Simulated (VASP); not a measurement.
# SnTe (Fm-3m) in VASP: a series of runs, part 2 of 2

VASP 6.6.1. The steps go on from the part before.

## (5) Single point, PBE-based screened hybrid with 15 % exact exchange

Contents of POSCAR:

```
SnTe
1.0
    0.0000000000      3.1508500000      3.1508500000
    3.1508500000      0.0000000000      3.1508500000
    3.1508500000      3.1508500000      0.0000000000
Te Sn
1 1
Direct
    0.5000000000      0.5000000000      0.5000000000
    0.0000000000      0.0000000000      0.0000000000
```

Contents of INCAR.step1:

```
SYSTEM = SnTe
ALGO     = Normal         ! electronic algorithm
EDIFF    = 1E-5           ! SCF threshold, eV
ENCUT    = 520            ! plane-wave cutoff, eV
GGA      = PE             ! functional
ISIF     = 2              ! what is computed and relaxed
ISMEAR   = -1             ! smearing method
LASPH    = .True.         ! aspherical terms in the spheres
LREAL    = .False.        ! projectors in reciprocal space
LWAVE    = .True.         ! write WAVECAR
NBANDS   = 17             ! bands
NELM     = 80             ! most SCF steps
PREC     = Accurate       ! precision mode
SIGMA    = 0.05           ! smearing width, eV
```

Contents of INCAR.step2:

```
SYSTEM = SnTe
AEXX     = 0.15           ! exact-exchange fraction
ALGO     = Normal         ! electronic algorithm
EDIFF    = 1E-6           ! SCF threshold, eV
ENCUT    = 520            ! plane-wave cutoff, eV
GGA      = PE             ! functional
HFSCREEN = 0.2            ! screening, 1/A
ISIF     = 2              ! what is computed and relaxed
ISMEAR   = -1             ! smearing method
ISTART   = 1            
LASPH    = .True.         ! aspherical terms in the spheres
LCHARG   = .True.         ! write CHGCAR
LELF     = .True.         ! ELF
LHFCALC  = .True.         ! exact exchange
LREAL    = .False.        ! projectors in reciprocal space
LVHAR    = .True.       
LWAVE    = .False.        ! write WAVECAR
NBANDS   = 17             ! bands
NELM     = 80             ! most SCF steps
PREC     = Accurate       ! precision mode
PRECFOCK = Normal       
SIGMA    = 0.05           ! smearing width, eV
```

Contents of KPOINTS:

```
k-points
0
Gamma
  4 4 4
  0 0 0
```

Potentials or basis: VASP PAW PBE potentials, release 64 (Te, Sn_d).

Run with:

```console
$ cat potpaw_PBE.64/Te/POTCAR potpaw_PBE.64/Sn_d/POTCAR > POTCAR
$ cp INCAR.step1 INCAR
$ mpirun -np 1 vasp_std > vasp.out
$ cp INCAR.step2 INCAR
$ mpirun -np 1 vasp_std > vasp.out
```

OUTCAR:

```text
SYSTEM = SnTe
   AEXX = 0.15
   EDIFF = 1E-6
   ENCUT = 520
   GGA = PE
   HFSCREEN = 0.2
   ISIF = 2
   ISMEAR = -1
   ISTART = 1
   LASPH = .True.
   LHFCALC = .True.
   LREAL = .False.
   NELM = 80
   PREC = Accurate
   PRECFOCK = Normal

 ion  position               nearest neighbor table
   1  0.500  0.500  0.500-   2 3.15   2 3.15   2 3.15   2 3.15   2 3.15   2 3.15
   2  0.000  0.000  0.000-   1 3.15   1 3.15   1 3.15   1 3.15   1 3.15   1 3.15

  LATTYP: Found a face centered cubic cell.
 ALAT       =     6.3017000000

  Lattice vectors:

 A1 = (   0.0000000000,   3.1508500000,   3.1508500000)
 A2 = (   3.1508500000,   0.0000000000,   3.1508500000)
 A3 = (   3.1508500000,   3.1508500000,   0.0000000000)

Analysis of symmetry for initial positions (statically):
=====================================================================
 Subroutine PRICEL returns:
 Original cell was already a primitive cell.

 Routine SETGRP: Setting up the symmetry group for a
 face centered cubic supercell.

 Subroutine GETGRP returns: Found 48 space group operations
 (whereof 48 operations were pure point group operations)
 out of a pool of 48 trial point group operations.

The static configuration has the point symmetry O_h .

Analysis of symmetry for dynamics (positions and initial velocities):
=====================================================================
 Subroutine PRICEL returns:
 Original cell was already a primitive cell.

 Routine SETGRP: Setting up the symmetry group for a
 face centered cubic supercell.

 Subroutine GETGRP returns: Found 48 space group operations
 (whereof 48 operations were pure point group operations)
 out of a pool of 48 trial point group operations.

The dynamic configuration has the point symmetry O_h .

 Subroutine INISYM returns: Found 48 space group operations
 (whereof 48 operations are pure point group operations),
 and found     1 'primitive' translations

----------------------------------------------------------------------------------------

                                     Primitive cell

  volume of cell :      62.5624

  direct lattice vectors                    reciprocal lattice vectors
     0.000000000  3.150850000  3.150850000    -0.158687338  0.158687338  0.158687338
     3.150850000  0.000000000  3.150850000     0.158687338 -0.158687338  0.158687338
     3.150850000  3.150850000  0.000000000     0.158687338  0.158687338 -0.158687338

  length of vectors
     4.455974803  4.455974803  4.455974803     0.274854533  0.274854533  0.274854533

  position of ions in fractional coordinates (direct lattice)
     0.500000000  0.500000000  0.500000000
     0.000000000  0.000000000  0.000000000

  ion indices of the primitive-cell ions
   primitive index   ion index
                 1           1
                 2           2

----------------------------------------------------------------------------------------

 KPOINTS: k-points

[... 21 lines left out ...]

 Following reciprocal coordinates:
            Coordinates               Weight
  0.000000  0.000000  0.000000      1.000000
  0.250000  0.000000  0.000000      8.000000
  0.500000  0.000000  0.000000      4.000000
  0.250000  0.250000  0.000000      6.000000
  0.500000  0.250000  0.000000     24.000000
 -0.250000  0.250000  0.000000     12.000000
  0.500000  0.500000  0.000000      3.000000
 -0.250000  0.500000  0.250000      6.000000
   k-points           NKPTS =      8   k-points in BZ     NKDIM =     64   number of bands    NBANDS=     17
   number of dos      NEDOS =    301   number of ions     NIONS =      2
   total plane-waves  NPLWV =  46656
   dimension x,y,z NGX =    36 NGY =   36 NGZ =   36
   dimension x,y,z NGXF=    72 NGYF=   72 NGZF=   72
   ions per type =               1   1
   NGX,Y,Z   is equivalent  to a cutoff of  13.43, 13.43, 13.43 a.u.
   NGXF,Y,Z  is equivalent  to a cutoff of  26.86, 26.86, 26.86 a.u.
 SYSTEM =  SnTe
   PREC   = accura    normal or accurate (medium, high low for compatibility)
   ISTART =      1    job   : 0-new  1-cont  2-samecut
   ICHARG =      0    charge: 1-file 2-atom 10-const
   ISPIN  =      1    spin polarized calculation?
   LNONCOLLINEAR =      F non collinear calculations
   LSORBIT =      F    spin-orbit coupling
   LASPH  =      T    aspherical Exc in radial PAW
   ENCUT  =  520.0 eV  38.22 Ry    6.18 a.u.   8.29  8.29  8.29*2*pi/ulx,y,z
   NELM   =     80;   NELMIN=  2; NELMDL=  0     # of ELM steps
   EDIFF  = 0.1E-05   stopping-criterion for ELM
   LREAL  =      F    real-space projection
   EDIFFG = 0.1E-04   stopping-criterion for IOM
   NSW    =      0    number of steps for IOM
   IBRION =     -1    ionic relax: 0-MD 1-quasi-New 2-CG
   NFREE  =      0    steps in history (QN), initial steepest desc. (CG)
   ISIF   =      2    stress and relaxation
   ISYM   =      3    0-nonsym 1-usesym 2-fastsym
   POTIM  = 0.5000    time-step for ionic-motion
   TEBEG  =    0.0;   TEEND  =   0.0 temperature during run
   PSTRESS=    0.0 pullay stress
   NELECT =      20.0000    total number of electrons
   NUPDOWN=      -1.0000    fix difference up-down
   EMIN   =  10.00;   EMAX   =-10.00  energy-range for DOS
   EFERMI =   0.00;   METHOD = LEGACY
   ISMEAR =    -1;   SIGMA  =   0.05  broadening in eV -4-tet -1-fermi 0-gaus
   EFERMI_NEDOS =   21; number of points for ismear=-14 and -15
   IALGO  =     38    algorithm
   IMIX   =      1    mixing-type and parameters
     AMIX     =   0.40;   BMIX     =  1.00
     AMIX_MAG =   1.60;   BMIX_MAG =  1.00
  volume/ion in A,a.u.               =      31.28       211.10
  Fermi-wavevector in a.u.,A,eV,Ry     =   1.119387  2.115336 17.048485  1.253028
  Thomas-Fermi vector in A             =   2.256026
   LORBIT       =      0    0 simple, 1 ext, 2 COOP (PROOUT), +10 PAW based schemes
   GGA     = PE    functional components
   LHFCALC =     T    Hartree Fock is set to
   PRECFOCK=normal    Normal, Fast or Accurate (Low or Medium for compatibility)
   ENCUT4O =  -1.0   cutoff for four orbital integrals eV
   NKREDX  =     1    reduce k-point grid by
   NKREDY  =     1    reduce k-point grid by
   NKREDZ  =     1    reduce k-point grid by
   AEXX    =    0.1500 exact exchange contribution
   HFSCREEN=    0.2000 screening length (either q_TF or 0.3 A-1)
   HFSCREENC=   0.2000 screening length for correlation (either q_TF or 0.3 A-1)
   ENCUTFOCK=  -1.0 apply spherical cutoff to Coloumb kernel
   IVDW    =     0    specifies the selected vdW correction
   LEPSILON=     F    determine dielectric tensor
   LRPA    =     F    only Hartree local field effects (RPA)
 non-spin polarized calculation
  energy-cutoff  :      520.00
  volume of cell :       62.56
 maximum number of plane-waves:      1708
 NGX is ok and might be reduce to    36
  NGX = 28; NGY = 28; NGZ = 28

 number of electron      19.9999998 magnetization

 Free energy of the ion-electron system (eV)
  ---------------------------------------------------
  ext. energy  EPLUGINS =         0.00000000
  ---------------------------------------------------
  free energy    TOTEN  =        -8.41723495 eV

  energy without entropy =       -8.40883178  energy(sigma->0) =       -8.41303336

 E-fermi :   6.9843     XC(G=0):  -8.5574

 val. band max:        6.9614921581   @ k =   0.5000   0.0000   0.0000
 cond. band min:       7.0074082230   @ k =   0.5000   0.0000   0.0000
 fundamental gap:      0.0459160649
 Fermi energy:         6.9843313566

 k-point     1 :       0.0000    0.0000    0.0000
  band No.  band energies     occupation
      1     -16.4934      2.00000
      2     -16.4934      2.00000
      3     -16.4825      2.00000
      4     -16.4825      2.00000
      5     -16.4825      2.00000
      6      -6.8158      2.00000
[... 137 lines left out ...]
      4     -16.4792      2.00000
      5     -16.4716      2.00000
      6      -5.0117      2.00000
[... 9 lines left out ...]
     16      17.6537      0.00000
     17      18.2746      0.00000

------------------------ aborting loop because EDIFF is reached ----------------------------------------

  FORCE on cell =-STRESS in cart. coord.  units (eV):
  Direction    XX          YY          ZZ          XY          YZ          ZX
  --------------------------------------------------------------------------------------
  -------------------------------------------------------------------------------------
  Total        0.4021407      0.4021407      0.4021407     -0.0000000     -0.0000000      0.0000000
  in kB       10.2985347     10.2985347     10.2985347     -0.0000000     -0.0000000      0.0000000
  external PRESSURE =      10.2985347 kB  Pullay stress =       0.0000000 kB

 VOLUME and BASIS-vectors are now :
 -----------------------------------------------------------------------------
  energy-cutoff  :      520.00
  volume of cell :       62.56
      direct lattice vectors                 reciprocal lattice vectors
     0.000000000  3.150850000  3.150850000    -0.158687338  0.158687338  0.158687338
     3.150850000  0.000000000  3.150850000     0.158687338 -0.158687338  0.158687338
     3.150850000  3.150850000  0.000000000     0.158687338  0.158687338 -0.158687338

 POSITION                                       TOTAL-FORCE (eV/Angst)
 -----------------------------------------------------------------------------------
      3.15085      3.15085      3.15085         0.000000      0.000000     -0.000000
      0.00000      0.00000      0.00000         0.000000     -0.000000      0.000000
 -----------------------------------------------------------------------------------
    total drift:                                0.000000      0.000001      0.000002

  FREE ENERGIE OF THE ION-ELECTRON SYSTEM (eV)
  ---------------------------------------------------
  free  energy   TOTEN  =        -8.4172349529 eV

  energy  without entropy=       -8.4088317762  energy(sigma->0) =       -8.41303336
```

It took 13 min on 1 thread of Intel Xeon Platinum 8259CL at 2.50GHz (Skylake/Cascade Lake), shared host; peak memory 0.32 GiB.

What came out:

```yaml
Free_energy: -8.4172 eV
Pressure: 1.0 GPa
Band_gap_on_the_k_mesh: 0.05 eV
```

Levels at points of the mesh, in eV from the valence-band top:
| k point | band 8 | band 9 | band 10 | band 11 | band 12 | band 13 |
| --- | --- | --- | --- | --- | --- | --- |
| (0.00, 0.00, 0.00) | -2.47 | -2.47 | -2.47 | 3.60 | 3.60 | 3.60 |
| (0.50, 0.00, 0.00) | -2.12 | -2.12 | 0.00 | 0.05 | 0.40 | 0.40 |
| (0.50, 0.50, 0.00) | -6.14 | -4.17 | -4.17 | 2.23 | 5.26 | 5.26 |

Caveat: the k points lie up to 0.43 Å⁻¹ apart; the PAW data sets were made with another functional, which shifts forces and pressure a little; spin-orbit coupling is left out, which moves the levels of the heavy elements. A k mesh can miss the band edges.

## (6) Summary

```csv
level,share of exact exchange,screening parameter,gap on the mesh (eV),pressure (GPa)
r2SCAN-based global hybrid with 10 % exact exchange,0.1,-,0.32,1.5
PBE-based screened hybrid with 5 % exact exchange,0.05,0.2 1/Å,0.08,1.5
PBE-based screened hybrid with 10 % exact exchange,0.1,0.2 1/Å,0.07,1.3
PBE-based screened hybrid with 15 % exact exchange,0.15,0.2 1/Å,0.05,1.0
```

Alike in all rows: task single point; potentials or basis VASP PAW PBE potentials, release 64 (Te, Sn_d); no spin polarisation; cell as given; k mesh 4 × 4 × 4; cutoff (eV) 520; smearing fermi-dirac 0.05 eV.

Caveats: all runs use coarse meshes; the PAW data sets were made with another functional, which shifts forces and pressure a little; spin-orbit coupling is left out, which moves the levels of the heavy elements.

Total energies depend on the potentials used, so only differences within one code and one set of settings carry meaning.
